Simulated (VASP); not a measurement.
Set up this calculation in VASP 6.6.1, as the native input.

- Task: relaxation of cell and atoms
- Functional: LDA
- Potentials or basis: VASP PAW LDA potentials, release 64 (Ge_d)
- Cutoff: 600 eV
- k mesh: 14 × 14 × 14
- Occupations: fermi-dirac, width 0.15 eV
- Spin: no spin polarisation
- Dipole correction: no
- Further INCAR settings: ALGO = Normal; EDIFF = 1e-07; IBRION = 2; EDIFFG = -0.001; NSW = 80; ISIF = 3

The structure of Ge lies in POSCAR:

```
Ge
1.0
    0.0000000000      2.8107123940      2.8107123940
    2.8107123940      0.0000000000      2.8107123940
    2.8107123940      2.8107123940      0.0000000000
Ge
2
Direct
    0.5000000000      0.5000000000      0.5000000000
    0.7500000000      0.7500000000      0.7500000000
```

These files were run (other wordings do the same):

INCAR

```
PREC = Accurate
ENCUT = 600
EDIFF = 1E-7
ISMEAR = -1
SIGMA = 0.15
LREAL = F
LASPH = T
NELM = 80
ALGO = Normal
ISIF = 3
LWAVE = F
LCHARG = F
IBRION = 2
NSW = 80
EDIFFG = -0.001
```

KPOINTS

```
regular mesh
0
Gamma
  14 14 14
```

Potentials or basis: VASP PAW LDA potentials, release 64 (Ge_d).

The run is started by

```console
$ cat potpaw_LDA.64/Ge_d/POTCAR > POTCAR
$ mpirun -np 1 vasp_std > vasp.out
```

It gave:

The relaxed volume is 22.28 Å³/atom. The relaxed cell is a = 3.979 Å, b = 3.979 Å, c = 3.979 Å, α = 60.00°, β = 60.00°, γ = 60.00°. The space group after relaxing (to 0.1 Å) is Fd-3m (No. 227). The energy gained by relaxing is 0.1 meV/atom. The ionic steps are 8. The pressure after relaxing is 0.0 GPa.

Wall time 96 s on 1 thread of Intel(R) Xeon(R) 6975P-C (Granite Rapids), on a shared host, peak memory 0.22 GiB.
